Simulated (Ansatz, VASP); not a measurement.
MnS in VASP and in Ansatz

```
CELL_PARAMETERS angstrom
0.00000 2.47346 2.47346
2.47346 0.00000 2.47346
2.47346 2.47346 0.00000
ATOMIC_POSITIONS crystal
Mn 0.00000 0.00000 0.00000
S 0.75000 0.75000 0.75000
```

Alike in both runs: task single point; functional PBE; k mesh 9 × 9 × 9; occupations gaussian, width 0.013 eV; collinear spin.

|  | VASP | Ansatz |
| --- | --- | --- |
| version | VASP 6.6.1 | Ansatz 0.2.0 |
| potentials or method | VASP PAW PBE potentials, release 64 (Mn_pv, S), cutoff 520 eV | all-electron LAPW, scalar-relativistic |

|  | VASP | Ansatz | Ansatz less VASP |
| --- | --- | --- | --- |
| gap on the k mesh at the Fermi level (eV) | none | none | - |
| pressure (GPa) | 3.0 | 2.9 | -0.05 |
| net moment per atom (μB) | 0.11 | 0.11 | +0.001 |
| size of the moment on the site where the two differ most (μB) | 0.21 | 0.21 | -0.003 |

Site moments also hang on the region over which each program counts them. A gap of «none» marks a metal or a gap that the smearing closes. Ansatz ran all-electron here, and VASP with PAW potentials.
